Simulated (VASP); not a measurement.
Write the native input for VASP 6.6.1 that does the following.

| Quantity | Value |
| --- | --- |
| Task | single point |
| Functional | PBEsol |
| Potentials or basis | VASP PAW PBE potentials, release 64 (Mg, Si, Ge_d) |
| Cutoff | 520 eV |
| k mesh | 1 × 1 × 1, shifted |
| Occupations | fermi-dirac, width 0.05 eV |
| Spin | no spin polarisation |
| Dipole correction | no |
| Further INCAR settings | LREAL = Auto; ALGO = Normal; EDIFF = 1e-06; NBANDS = 212; ISYM = 0 |

The structure of Mg32Si13Ge3 lies in POSCAR:

```
Mg32Si13Ge3
1.0
   12.6634465607      0.0000000000      0.0000000000
    0.0000000000     12.6634465607      0.0000000000
    0.0000000000      0.0000000000     12.6634465607
Mg Si Ge
64 26 6
Direct
    0.3749850000      0.1248120000      0.1246060000
    0.3752230000      0.1243520000      0.6250820000
    0.3759180000      0.6253190000      0.1251890000
    0.3753280000      0.6252180000      0.6251270000
    0.8751540000      0.1251980000      0.1251260000
    0.8754410000      0.1252350000      0.6251770000
    0.8745480000      0.6255830000      0.1255950000
    0.8750950000      0.6252280000      0.6251540000
    0.1249400000      0.3741240000      0.1250650000
    0.1248090000      0.3756410000      0.6254560000
    0.1248140000      0.8756860000      0.1254710000
    0.1252110000      0.8751300000      0.6250110000
    0.6257020000      0.3754940000      0.1247870000
    0.6257520000      0.3756830000      0.6247770000
    0.6251470000      0.8752530000      0.1252500000
    0.6252670000      0.8749550000      0.6250080000
    0.1250320000      0.1245900000      0.3748220000
    0.1249750000      0.1251120000      0.8749950000
    0.1246350000      0.6256250000      0.3755980000
    0.1250170000      0.6252610000      0.8743720000
    0.6258350000      0.1246810000      0.3752700000
    0.6255470000      0.1247290000      0.8755960000
    0.6254170000      0.6254190000      0.3754370000
    0.6250730000      0.6250920000      0.8751780000
    0.1250400000      0.1248070000      0.1248660000
    0.1247040000      0.1247200000      0.6252600000
    0.1245710000      0.6254410000      0.1254680000
    0.1251250000      0.6250630000      0.6251570000
    0.6254160000      0.1244410000      0.1244590000
    0.6255910000      0.1245550000      0.6246360000
    0.6250700000      0.6250320000      0.1252030000
    0.6252440000      0.6250190000      0.6250340000
    0.3756560000      0.3756210000      0.3754490000
    0.3750510000      0.3753900000      0.8754080000
    0.3753700000      0.8749550000      0.3751250000
    0.3754220000      0.8753830000      0.8745440000
    0.8753640000      0.3752360000      0.3753020000
    0.8747940000      0.3746660000      0.8748610000
    0.8753860000      0.8751670000      0.3753250000
    0.8749630000      0.8752420000      0.8752290000
    0.3749690000      0.3748260000      0.1242200000
    0.3751780000      0.3758160000      0.6251110000
    0.3755830000      0.8752880000      0.1252720000
    0.3750680000      0.8747620000      0.6250130000
    0.8746140000      0.3744750000      0.1254910000
    0.8751280000      0.3750850000      0.6251060000
    0.8749250000      0.8750600000      0.1251920000
    0.8751950000      0.8750070000      0.6250270000
    0.3752950000      0.1239950000      0.3748060000
    0.3747470000      0.1245000000      0.8751840000
    0.3755040000      0.6253730000      0.3753650000
    0.3754480000      0.6246840000      0.8746000000
    0.8753880000      0.1248490000      0.3750060000
    0.8751000000      0.1251800000      0.8751500000
    0.8750450000      0.6251630000      0.3753190000
    0.8744070000      0.6252910000      0.8745890000
    0.1242500000      0.3749520000      0.3750870000
    0.1254180000      0.3745060000      0.8745880000
    0.1250510000      0.8749420000      0.3748920000
    0.1246640000      0.8755970000      0.8745050000
    0.6256770000      0.3754470000      0.3753620000
    0.6254850000      0.3752120000      0.8754790000
    0.6254110000      0.8748100000      0.3749490000
    0.6248620000      0.8749510000      0.8749160000
    0.9998860000      0.0001330000      0.0000540000
    0.0002260000      0.9999650000      0.5001140000
    0.9999590000      0.5002280000      0.5003610000
    0.5000160000      0.9998420000      0.9999700000
    0.5003710000      0.9997120000      0.5000630000
    0.5002510000      0.5000430000      0.0000520000
    0.5003420000      0.5003560000      0.5001970000
    0.2500190000      0.2498370000      0.9998170000
    0.2500820000      0.7499990000      0.5001080000
    0.7501360000      0.2499750000      0.0000990000
    0.7503880000      0.2500140000      0.5000510000
    0.7499210000      0.7502160000      0.0001170000
    0.7503230000      0.7500880000      0.5002670000
    0.2502170000      0.9999210000      0.2499480000
    0.2500400000      0.0000710000      0.7499520000
    0.2501330000      0.5002640000      0.7500440000
    0.7504300000      0.9999760000      0.2500740000
    0.7502920000      0.0000820000      0.7500990000
    0.7501510000      0.5003060000      0.2502580000
    0.7500000000      0.5000810000      0.7500810000
    0.0001490000      0.2497580000      0.2501770000
    0.0000710000      0.2500640000      0.7501200000
    0.9999040000      0.7502460000      0.2501950000
    0.9999890000      0.7501190000      0.7499850000
    0.5003060000      0.7500470000      0.2502110000
    0.5002200000      0.7499680000      0.7499490000
    0.9999500000      0.5000200000      0.0000610000
    0.2501560000      0.2500270000      0.5001050000
    0.2500530000      0.7503410000      0.9998960000
    0.2499560000      0.5001680000      0.2500620000
    0.5004890000      0.2500030000      0.2499930000
    0.5003440000      0.2500270000      0.7500710000
```

These files were run (other wordings do the same):

INCAR

```
PREC = Accurate
ENCUT = 520
EDIFF = 1E-6
ISMEAR = -1
SIGMA = 0.05
LREAL = Auto
LASPH = T
NELM = 80
ALGO = Normal
ISIF = 2
LWAVE = F
LCHARG = T
GGA = PS
LELF = T
LVHAR = T
ISYM = 0
NBANDS = 212
```

KPOINTS

```
Automatic mesh
0
Gamma
  1 1 1
  0.25 0.25 0.25
```

Potentials or basis: VASP PAW PBE potentials, release 64 (Mg, Si, Ge_d).

The run is started by

```bash
$ cat potpaw_PBE.64/Mg/POTCAR potpaw_PBE.64/Si/POTCAR potpaw_PBE.64/Ge_d/POTCAR > POTCAR
$ mpirun -np 1 vasp_std > vasp.out
```

Results of the run:

* Pressure: 0.0 GPa
* Largest force: 0.021 eV/Å
* Band gap on the k mesh: 0.56 eV

Caveat: semilocal functionals underestimate gaps, and a narrow one can read as zero; the PAW data sets were made with another functional, which shifts forces and pressure a little; a shifted mesh leaves out Γ, where band edges can lie.

It took 56 min on 1 thread of Intel(R) Xeon(R) Platinum 8488C (Sapphire Rapids) (shared host), peak memory 2.3 GiB.
